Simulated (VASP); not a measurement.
# Mg32S31 (a cell with a defect) in VASP: single point with PBEsol

Aim: the single point of Mg32S31 (a cell with a defect) with PBEsol.

Program: VASP 6.6.1. These are calculated values, not measurements. Logs are shortened: lines on timing, memory, paths and dates and some standing lists are left out, and cuts for length are marked.

**1. The cell of the first run**

The cell holds a defect, 63 atoms: a = 10.364 Å, b = 10.364 Å, c = 10.364 Å, α = 90.00°, β = 90.00°, γ = 90.00°.

**2. Single point, PBEsol**

INCAR reads:

```
SYSTEM = Mg32S31
PREC     = Accurate       ! precision mode
ENCUT    = 400            ! plane-wave cutoff, eV
EDIFF    = 1E-6           ! SCF threshold, eV
ISMEAR   = -1             ! smearing method
SIGMA    = 0.05           ! smearing width, eV
LREAL    = Auto         
LASPH    = .TRUE.         ! aspherical terms in the spheres
NELM     = 120            ! most SCF steps
ALGO     = Normal         ! electronic algorithm
ISIF     = 2              ! what is computed and relaxed
LWAVE    = .FALSE.        ! write WAVECAR
LCHARG   = .TRUE.         ! write CHGCAR
GGA      = PS             ! functional
LELF     = .TRUE.         ! ELF
LVHAR    = .TRUE.       
NBANDS   = 162            ! bands
NELECT   = 248.0        
ISYM     = -1           
GGA_COMPAT= .FALSE.
```

KPOINTS reads:

```
explicit points
1
Reciprocal
  0.25000000   0.25000000   0.25000000 1
```

POSCAR reads:

```
Mg32S31
1.0
   10.3639610000      0.0000000000      0.0000000000
    0.0000000000     10.3639610000      0.0000000000
    0.0000000000      0.0000000000     10.3639610000
S Mg
31 32
Direct
    0.2502580000      0.0001720000      0.9993580000
    0.2502520000      0.0001960000      0.4993430000
    0.2502630000      0.5001740000      0.9993590000
    0.7502390000      0.0001710000      0.9993470000
    0.7502720000      0.0001950000      0.4993860000
    0.7502710000      0.5001740000      0.9993830000
    0.7502620000      0.5001990000      0.4993550000
    0.0015770000      0.2514950000      0.9993990000
    0.0061530000      0.2560790000      0.4993900000
    0.0016430000      0.7488300000      0.9993170000
    0.0058950000      0.7445690000      0.4993620000
    0.4989630000      0.2515070000      0.9993460000
    0.4946120000      0.2558300000      0.4993240000
    0.4989660000      0.7488390000      0.9992970000
    0.4944250000      0.7443510000      0.4992630000
    0.0015780000      0.0002270000      0.2506530000
    0.0015950000      0.0002320000      0.7480280000
    0.0061530000      0.5002360000      0.2552230000
    0.0058850000      0.5001910000      0.7437340000
    0.4989640000      0.0001700000      0.2506970000
    0.4989200000      0.0001190000      0.7480410000
    0.4946410000      0.5001990000      0.2549810000
    0.4943730000      0.5001030000      0.7434480000
    0.2503310000      0.2560660000      0.2552220000
    0.2503090000      0.2557890000      0.7437600000
    0.2502800000      0.7445910000      0.2549620000
    0.2502050000      0.7443080000      0.7434640000
    0.7503250000      0.2514820000      0.2506500000
    0.7502620000      0.2515520000      0.7479790000
    0.7503120000      0.7488320000      0.2506750000
    0.7502080000      0.7488710000      0.7480340000
    0.9993240000      0.0001770000      0.9993640000
    0.9987580000      0.0001190000      0.4993370000
    0.9987840000      0.5001720000      0.9992650000
    0.9819580000      0.5002010000      0.4993550000
    0.5011730000      0.0001540000      0.9993450000
    0.5017820000      0.0003170000      0.4993780000
    0.5017470000      0.5001910000      0.9993720000
    0.5185880000      0.5002180000      0.4993940000
    0.2502630000      0.2486860000      0.9992270000
    0.2502930000      0.2318690000      0.4993430000
    0.2503100000      0.7517210000      0.9993960000
    0.2503120000      0.7685580000      0.4993230000
    0.7502820000      0.2492260000      0.9993470000
    0.7502430000      0.2487150000      0.4993180000
    0.7502860000      0.7510890000      0.9993670000
    0.7503540000      0.7516580000      0.4993370000
    0.2502550000      0.0002000000      0.2478590000
    0.2502900000      0.0002670000      0.7508490000
    0.2502590000      0.5002010000      0.2310060000
    0.2502580000      0.5002390000      0.7676870000
    0.7503010000      0.0001920000      0.2484490000
    0.7502680000      0.0001910000      0.7502910000
    0.7501340000      0.5001540000      0.2478760000
    0.7503610000      0.5002360000      0.7508720000
    0.9997850000      0.2496960000      0.2488220000
    0.9997020000      0.2495980000      0.7499550000
    0.9997250000      0.7507980000      0.2487460000
    0.9996520000      0.7507950000      0.7499340000
    0.5008780000      0.2496150000      0.2487490000
    0.5008770000      0.2495590000      0.7499290000
    0.5008460000      0.7507790000      0.2487320000
    0.5007850000      0.7507190000      0.7498320000
```

Potentials or basis: VASP PAW PBE potentials, release 64 (S, Mg).

The run is started by

```sh
$ cat potpaw_PBE.64/S/POTCAR potpaw_PBE.64/Mg/POTCAR > POTCAR
$ mpirun -np 1 vasp_std > vasp.out
```

OUTCAR:

```text
SYSTEM = Mg32S31
   PREC = Accurate
   ENCUT = 400
   EDIFF = 1E-6
   ISMEAR = -1
   LREAL = Auto
   LASPH = .TRUE.
   NELM = 120
   ISIF = 2
   GGA = PS
   NELECT = 248.0
   ISYM = -1

 ion  position               nearest neighbor table
   1  0.250  0.000  0.999-  42 2.57  48 2.58  49 2.58  40 2.58  36 2.60  32 2.60
   2  0.250  0.000  0.499-  43 2.40  41 2.40  48 2.61  33 2.61  49 2.61  37 2.61
   3  0.250  0.500  0.999-  50 2.40  51 2.40  34 2.61  38 2.61  40 2.61  42 2.61
   4  0.750  0.000  0.999-  44 2.58  53 2.58  36 2.58  46 2.58  32 2.58  52 2.58
   5  0.750  0.000  0.499-  33 2.58  37 2.58  45 2.58  47 2.58  53 2.60  52 2.60
   6  0.750  0.500  0.999-  54 2.58  55 2.58  34 2.58  38 2.58  46 2.60  44 2.60
[... 23 lines left out ...]
  30  0.750  0.749  0.251-  47 2.58  54 2.58  58 2.59  62 2.59  46 2.60  52 2.61
[... 42 lines left out ...]
                            46 3.65  36 3.65  58 3.66  60 3.66  62 3.66  56 3.66
  53  0.750  0.000  0.750-   4 2.58   5 2.60  31 2.60  17 2.60  21 2.61  29 2.61  44 3.65  32 3.65
                            36 3.65  46 3.65  61 3.66  59 3.66  57 3.66  63 3.66
  54  0.750  0.500  0.248-   6 2.58  28 2.58  30 2.58   7 2.61  22 2.65  18 2.65  39 3.54  35 3.54
                            38 3.64  34 3.64
  55  0.750  0.500  0.751-   6 2.58  31 2.58  29 2.58   7 2.61  19 2.65  23 2.65  35 3.54  39 3.54
                            34 3.64  38 3.64
  56  1.000  0.250  0.249-   8 2.59  28 2.59  16 2.59  18 2.60  24 2.60   9 2.60  32 3.66  44 3.66
                            52 3.66
  57  1.000  0.250  0.750-  17 2.58  29 2.59   8 2.59   9 2.60  19 2.60  25 2.60  44 3.66  32 3.66
                            53 3.66
  58  1.000  0.751  0.249-  30 2.59  16 2.59  10 2.59  26 2.60  18 2.60  11 2.60  32 3.66  46 3.66
                            52 3.66
  59  1.000  0.751  0.750-  10 2.58  17 2.59  31 2.59  27 2.60  11 2.60  19 2.60  53 3.66  46 3.66
                            32 3.66
  60  0.501  0.250  0.249-  12 2.58  20 2.59  28 2.59  24 2.60  13 2.60  22 2.60  44 3.66  52 3.66
                            36 3.66
  61  0.501  0.250  0.750-  29 2.58  12 2.59  21 2.59  23 2.60  25 2.60  13 2.60  53 3.66  36 3.66
                            44 3.66
  62  0.501  0.751  0.249-  20 2.58  14 2.59  30 2.59  15 2.60  26 2.60  22 2.60  36 3.66  46 3.66
                            52 3.66
  63  0.501  0.751  0.750-  21 2.58  31 2.59  14 2.59  15 2.60  27 2.60  23 2.60  36 3.66  53 3.66
                            46 3.66

IMPORTANT INFORMATION: All symmetrisations will be switched off!
NOSYMM: (Re-)initialisation of all symmetry stuff for point group C_1.

----------------------------------------------------------------------------------------

                                     Primitive cell

  volume of cell :    1113.2105

  direct lattice vectors                    reciprocal lattice vectors
    10.363961000  0.000000000  0.000000000     0.096488206  0.000000000  0.000000000
     0.000000000 10.363961000  0.000000000     0.000000000  0.096488206  0.000000000
     0.000000000  0.000000000 10.363961000     0.000000000  0.000000000  0.096488206

  length of vectors
    10.363961000 10.363961000 10.363961000     0.096488206  0.096488206  0.096488206

  position of ions in fractional coordinates (direct lattice)
     0.250258000  0.000172000  0.999358000
     0.250252000  0.000196000  0.499343000
     0.250263000  0.500174000  0.999359000
     0.750239000  0.000171000  0.999347000
     0.750272000  0.000195000  0.499386000
     0.750271000  0.500174000  0.999383000
[... 55 lines left out ...]
     0.500846000  0.750779000  0.248732000
     0.500785000  0.750719000  0.749832000

  ion indices of the primitive-cell ions
   primitive index   ion index
                 1           1
                 2           2
                 3           3
                 4           4
                 5           5
                 6           6
[... 55 lines left out ...]
                62          62
                63          63

----------------------------------------------------------------------------------------

 KPOINTS: explicit points

Read explicit list of k-points.

 Found      1 k-points:

 Following reciprocal coordinates:
            Coordinates               Weight
  0.250000  0.250000  0.250000      1.000000
   k-points           NKPTS =      1   k-points in BZ     NKDIM =      1   number of bands    NBANDS=    162
   number of dos      NEDOS =    301   number of ions     NIONS =     63
   total plane-waves  NPLWV = 343000
   dimension x,y,z NGX =    70 NGY =   70 NGZ =   70
   dimension x,y,z NGXF=   140 NGYF=  140 NGZF=  140
   ions per type =              31  32
   NGX,Y,Z   is equivalent  to a cutoff of  11.23, 11.23, 11.23 a.u.
   NGXF,Y,Z  is equivalent  to a cutoff of  22.46, 22.46, 22.46 a.u.
 SYSTEM =  Mg32S31
   PREC   = accura    normal or accurate (medium, high low for compatibility)
   ISTART =      0    job   : 0-new  1-cont  2-samecut
   ICHARG =      2    charge: 1-file 2-atom 10-const
   ISPIN  =      1    spin polarized calculation?
   LNONCOLLINEAR =      F non collinear calculations
   LSORBIT =      F    spin-orbit coupling
   LASPH  =      T    aspherical Exc in radial PAW
   ENCUT  =  400.0 eV  29.40 Ry    5.42 a.u.  16.90 16.90 16.90*2*pi/ulx,y,z
   NELM   =    120;   NELMIN=  2; NELMDL= -5     # of ELM steps
   EDIFF  = 0.1E-05   stopping-criterion for ELM
   LREAL  =      T    real-space projection
   EDIFFG = 0.1E-04   stopping-criterion for IOM
   NSW    =      0    number of steps for IOM
   IBRION =     -1    ionic relax: 0-MD 1-quasi-New 2-CG
   NFREE  =      0    steps in history (QN), initial steepest desc. (CG)
   ISIF   =      2    stress and relaxation
   ISYM   =     -1    0-nonsym 1-usesym 2-fastsym
   POTIM  = 0.5000    time-step for ionic-motion
   TEBEG  =    0.0;   TEEND  =   0.0 temperature during run
   PSTRESS=    0.0 pullay stress
   NELECT =     248.0000    total number of electrons
   NUPDOWN=      -1.0000    fix difference up-down
   EMIN   =  10.00;   EMAX   =-10.00  energy-range for DOS
   EFERMI =   0.00;   METHOD = LEGACY
   ISMEAR =    -1;   SIGMA  =   0.05  broadening in eV -4-tet -1-fermi 0-gaus
   EFERMI_NEDOS =   21; number of points for ismear=-14 and -15
   IALGO  =     38    algorithm
   IMIX   =      4    mixing-type and parameters
     AMIX     =   0.40;   BMIX     =  1.00
     AMIX_MAG =   1.60;   BMIX_MAG =  1.00
  volume/ion in A,a.u.               =      17.67       119.24
  Fermi-wavevector in a.u.,A,eV,Ry     =   0.992429  1.875420 13.400597  0.984916
  Thomas-Fermi vector in A             =   2.124241
   LORBIT       =      0    0 simple, 1 ext, 2 COOP (PROOUT), +10 PAW based schemes
   GGA     = PS    functional components
   LHFCALC =     F    Hartree Fock is set to
   AEXX    =    0.0000 exact exchange contribution
   IVDW    =     0    specifies the selected vdW correction
   LEPSILON=     F    determine dielectric tensor
   LRPA    =     F    only Hartree local field effects (RPA)
 non-spin polarized calculation
  energy-cutoff  :      400.00
  volume of cell :     1113.21
 maximum number of plane-waves:     20186
 NGX is ok and might be reduce to    70
   NGX = 33   NGY = 33   NGZ = 33

 number of electron     247.9999946 magnetization

 Free energy of the ion-electron system (eV)
  ---------------------------------------------------
  ext. energy  EPLUGINS =         0.00000000
  ---------------------------------------------------
  free energy    TOTEN  =      -292.59655328 eV

  energy without entropy =     -292.59655328  energy(sigma->0) =     -292.59655328

 E-fermi :   4.6091     XC(G=0):  -9.7478

 val. band max:        3.4975753539   @ k =   0.2500   0.2500   0.2500
 cond. band min:       5.6872327314   @ k =   0.2500   0.2500   0.2500
 fundamental gap:      2.1896573775
 Fermi energy:         4.6091478387

 k-point     1 :       0.2500    0.2500    0.2500
  band No.  band energies     occupation
      1      -8.9133      2.00000
      2      -8.5816      2.00000
      3      -8.5815      2.00000
      4      -8.4753      2.00000
      5      -8.2368      2.00000
      6      -8.2365      2.00000
[... 128 lines left out ...]
    135       8.2301      0.00000
    136       8.2632      0.00000
 [bands above 136 left out]

------------------------ aborting loop because EDIFF is reached ----------------------------------------

  FORCE on cell =-STRESS in cart. coord.  units (eV):
  Direction    XX          YY          ZZ          XY          YZ          ZX
  --------------------------------------------------------------------------------------
  -------------------------------------------------------------------------------------
  Total      -16.2427262    -16.2334323    -16.2410699     -2.5070894     -2.5087285     -2.5126186
  in kB      -23.3771841    -23.3638078    -23.3748002     -3.6083038     -3.6106628     -3.6162616
  external PRESSURE =     -23.3719307 kB  Pullay stress =       0.0000000 kB

 VOLUME and BASIS-vectors are now :
 -----------------------------------------------------------------------------
  energy-cutoff  :      400.00
  volume of cell :     1113.21
      direct lattice vectors                 reciprocal lattice vectors
    10.363961000  0.000000000  0.000000000     0.096488206  0.000000000  0.000000000
     0.000000000 10.363961000  0.000000000     0.000000000  0.096488206  0.000000000
     0.000000000  0.000000000 10.363961000     0.000000000  0.000000000  0.096488206

 POSITION                                       TOTAL-FORCE (eV/Angst)
 -----------------------------------------------------------------------------------
      2.59366      0.00178     10.35731         0.000357      0.001513     -0.000658
      2.59360      0.00203      5.17517         0.000185      0.001828      0.000019
      2.59372      5.18378     10.35732         0.000567      0.000731     -0.002348
      7.77545      0.00177     10.35719         0.001249     -0.000308     -0.000499
      7.77579      0.00202      5.17562         0.000112      0.000151     -0.001679
      7.77578      5.18378     10.35757        -0.000288      0.000175     -0.002395
[... 55 lines left out ...]
      5.19075      7.78104      2.57785         0.002080      0.001254     -0.002477
      5.19012      7.78042      7.77123         0.001966      0.000186      0.001865
 -----------------------------------------------------------------------------------
    total drift:                                0.001375     -0.001512      0.005457

  FREE ENERGIE OF THE ION-ELECTRON SYSTEM (eV)
  ---------------------------------------------------
  free  energy   TOTEN  =      -292.5965532773 eV

  energy  without entropy=     -292.5965532752  energy(sigma->0) =     -292.59655328
```

Run time: 4.6 min. Hardware: 1 thread of AMD EPYC 9R45 (Zen 5), shared host; peak memory 0.66 GiB.

What came out:

```yaml
Free_energy: -292.5966 eV
Largest_force: 0.009 eV/Å
```

Forces in eV/Å, atoms in the order of the input:
```
S    0.000  0.002 -0.001
S    0.000  0.002  0.000
S    0.001  0.001 -0.002
S    0.001  0.000  0.000
S    0.000  0.000 -0.002
S    0.000  0.000 -0.002
S    0.001 -0.001 -0.001
S    0.001  0.000 -0.002
S    0.003  0.002 -0.002
S    0.000  0.000  0.001
S    0.001  0.001 -0.001
S   -0.002  0.001  0.000
S    0.002  0.000  0.001
S   -0.001  0.001  0.000
S   -0.003 -0.003  0.004
S    0.001  0.000  0.001
S    0.002 -0.002 -0.001
S    0.002 -0.002  0.002
S    0.000  0.000  0.000
S   -0.003  0.002  0.001
S    0.002  0.002 -0.001
S   -0.001  0.000  0.000
S   -0.002  0.005 -0.001
S   -0.003  0.002  0.000
S   -0.002  0.001 -0.002
S   -0.001  0.001  0.000
S    0.004  0.000 -0.003
S   -0.001  0.002  0.001
S    0.000  0.000  0.000
S   -0.001  0.000  0.001
S    0.001  0.000  0.000
Mg   0.000  0.001  0.001
Mg   0.005  0.000  0.001
Mg   0.003 -0.001  0.001
Mg  -0.007  0.000 -0.002
Mg   0.001  0.000  0.001
Mg  -0.003 -0.001 -0.001
Mg  -0.001 -0.001  0.001
Mg   0.005  0.000 -0.002
Mg   0.000  0.003  0.002
Mg  -0.002 -0.008  0.002
Mg   0.000 -0.006  0.002
Mg  -0.001  0.005  0.001
Mg   0.001  0.000  0.000
Mg  -0.001  0.003  0.000
Mg   0.000  0.003 -0.001
Mg   0.000 -0.002  0.002
Mg   0.000 -0.003  0.003
Mg  -0.001  0.000 -0.003
Mg   0.000 -0.001 -0.005
Mg   0.000 -0.003  0.008
Mg  -0.001  0.000 -0.003
Mg   0.000  0.000  0.002
Mg   0.001  0.000  0.002
Mg   0.000 -0.001 -0.003
Mg  -0.003 -0.002 -0.002
Mg  -0.002 -0.001  0.002
Mg  -0.003  0.002 -0.002
Mg  -0.001  0.002  0.001
Mg   0.002 -0.002 -0.002
Mg   0.002 -0.001  0.001
Mg   0.002  0.001 -0.002
Mg   0.002  0.000  0.002
```

Caveat: the cell carries a net charge on a neutralising background, which shifts energy and pressure; the cell is charged against a uniform background, so pressure and absolute levels hang on convention; the PAW data sets were made with another functional, which shifts forces and pressure a little.
